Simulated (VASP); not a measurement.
Set up this calculation in VASP 6.6.1, as the native input.

```
Task                   : single point
Functional             : PBE
Potentials or basis    : VASP PAW PBE potentials, release 64 (Si, C)
Cutoff                 : 520 eV
k mesh                 : 6 × 6 × 4
Occupations            : gaussian, width 0.1 eV
Spin                   : collinear spin
Starting moments       : [0.0, 0.0, 0.0, 0.0, 1.0, 1.0] μB
Dipole correction      : no
Further INCAR settings : ALGO = Normal; EDIFF = 1e-06; NBANDS = 25
```

The structure of Si2C lies in POSCAR:

```
Si2C
1.0
    1.3570166900     -7.0512655800      0.0000000000
    1.3570166900      7.0512655800      0.0000000000
    0.0000000000      0.0000000000      4.5153730400
Si C
4 2
Direct
    0.1111111100      0.8888888900      0.2500000000
    0.7777777800      0.2222222200      0.2500000000
    0.2222222200      0.7777777800      0.7500000000
    0.8888888900      0.1111111100      0.7500000000
    0.4444444400      0.5555555600      0.2500000000
    0.5555555600      0.4444444400      0.7500000000
```

These files were run (other wordings do the same):

INCAR

```
SYSTEM = Si2C
ALGO = Normal
EDIFF = 1E-6
ENCUT = 520
GGA = PE
ISIF = 2
ISMEAR = 0
ISPIN = 2
LASPH = .TRUE.
LCHARG = .TRUE.
LELF = .TRUE.
LORBIT = 11
LREAL = .FALSE.
LVHAR = .TRUE.
LWAVE = .FALSE.
MAGMOM = 0 0 0 0 1 1
NBANDS = 25
NELM = 150
PREC = Accurate
SIGMA = 0.1
```

KPOINTS

```
k-points
0
G
  6 6 4
  0 0 0
```

Potentials or basis: VASP PAW PBE potentials, release 64 (Si, C).

Run with:

```console
$ cat potpaw_PBE.64/Si/POTCAR potpaw_PBE.64/C/POTCAR > POTCAR
$ mpirun -np 1 vasp_std > vasp.out
```

Results of the run:

The pressure is -14.9 GPa, the largest force is 1.342 eV/Å and the band gap on the k mesh is zero (filled and empty bands overlap). The net moment is 0.00 μB per cell and the valence electrons inside the program's atomic spheres are Si 1.46, 1.52 (each value once); C 2.02.

Caveat: the k points lie up to 0.39 Å⁻¹ apart, too coarse for converged energies and pressures of a metal; forces of over 1 eV/Å act on the atoms, so gaps and moduli don't describe the material at rest.

Run time: 5.5 min on 1 thread of Intel(R) Xeon(R) Platinum 8375C CPU @ 2.90GHz (Ice Lake), with other jobs on the host, peak memory 0.42 GiB.
